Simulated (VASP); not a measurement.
The system is Mg5Al3.

```
CELL_PARAMETERS angstrom
0.00000 4.35000 4.35000
4.35000 0.00000 4.35000
4.35000 4.35000 0.00000
ATOMIC_POSITIONS crystal
Mg 0.00000 0.00000 0.00000
Mg 0.00000 0.00000 0.50000
Mg 0.00000 0.50000 0.00000
Mg 0.50000 0.00000 0.00000
Mg 0.50000 0.50000 0.00000
Al 0.00000 0.50000 0.50000
Al 0.50000 0.00000 0.50000
Al 0.50000 0.50000 0.50000
```

| Item | Value |
| --- | --- |
| Program | VASP 6.6.1 |
| Task | relaxation of cell and atoms |
| Functional | LDA |
| Potentials or basis | VASP PAW LDA potentials, release 64 (Mg, Al) |
| Cutoff | 600 eV |
| k mesh | 5 × 5 × 5 |
| Occupations | gaussian, width 0.05 eV |
| Spin | no spin polarisation |

At the start: pressure -3.4 GPa; volume 20.58 Å³/atom.

How do energy, volume and symmetry change on relaxing?

Over 11 steps the energy falls by 18.5 meV/atom and the volume is 19.14 Å³/atom (-7.0 %); space group R-3m (No. 166, to 0.1 Å) before and after.

The path:
| step | energy change (eV) | largest force (eV/Å) | pressure (GPa) | volume (Å³) |
| --- | --- | --- | --- | --- |
| 1 | 0.0000 | 0.0000 | -3.38 | 164.63 |
| 2 | -0.1306 | 0.0000 | -0.50 | 154.50 |
| 3 | -0.1334 | 0.0000 | 0.03 | 152.95 |
| 4 | -0.1333 | 0.0000 | 0.11 | 152.72 |
| 5 | -0.1368 | 0.0000 | 0.11 | 152.71 |
| 6 | -0.1470 | 0.0000 | 0.15 | 152.67 |
| 7 | -0.1471 | 0.0000 | 0.20 | 152.65 |
| 8 | -0.1474 | 0.0000 | 0.18 | 152.66 |
| 9 | -0.1474 | 0.0000 | 0.17 | 152.66 |
| 10 | -0.1476 | 0.0000 | -0.11 | 153.48 |
| 11 | -0.1477 | 0.0000 | 0.00 | 153.16 |

Final structure:
```
Mg Al
1.0
     0.00000    4.29166    4.29166
     4.29166    0.00000    4.29166
     4.20236    4.20236    0.08931
Mg Al
5 3
Direct
  0.00000 0.00000 0.00000
  0.00000 0.00000 0.50000
  0.00000 0.50000 0.00000
  0.50000 0.00000 0.00000
  0.50000 0.50000 0.00000
  0.00000 0.50000 0.50000
  0.50000 0.00000 0.50000
  0.50000 0.50000 0.50000
```
